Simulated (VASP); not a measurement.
## BiRh: single point with LDA

Crystal: BiRh.

```
Bi Rh
1.0
     4.08031    0.00000    0.00000
    -2.04015    3.53365    0.00000
     0.00000    0.00000    5.64406
Bi Rh
2 2
Direct
  0.33333 0.66667 0.25000
  0.66667 0.33333 0.75000
  0.00000 0.00000 0.00000
  0.00000 0.00000 0.50000
```

```json
{
  "Program": "VASP 6.6.1",
  "Task": "single point",
  "Functional": "LDA",
  "Potentials or basis": "VASP PAW LDA potentials, release 64 (Bi_d, Rh_pv)",
  "Cutoff": "520 eV",
  "k mesh": "12 × 12 × 7",
  "Occupations": "fermi-dirac, width 0.03 eV",
  "Spin": "no spin polarisation"
}
```

```
Pressure               : -1.0 GPa
Band gap on the k mesh : zero (bands 30 and 31 overlap by 2.60 eV)
```

Stress tensor (GPa, compression positive):
```
-0.61  0.00  0.00
 0.00 -0.61  0.00
 0.00  0.00 -1.80
```

Levels at points of the mesh, in eV from the Fermi level:
| k point | band 26 | band 27 | band 28 | band 29 | band 30 | band 31 | band 32 | band 33 | band 34 | band 35 |
| --- | --- | --- | --- | --- | --- | --- | --- | --- | --- | --- |
| (0.00, 0.00, 0.00) | -2.04 | -1.02 | -1.02 | 1.34 | 1.34 | 1.37 | 3.32 | 3.42 | 4.62 | 4.62 |
| (0.50, 0.00, 0.00) | -1.86 | -1.86 | -1.67 | -1.20 | -1.01 | -0.95 | 0.09 | 2.91 | 5.26 | 5.35 |

It took 73 s on 1 thread of AMD EPYC 9R45 96-Core Processor (Zen 5) (shared host), peak memory 0.26 GiB.

Caveat: spin-orbit coupling is left out, which moves the levels of the heavy elements.
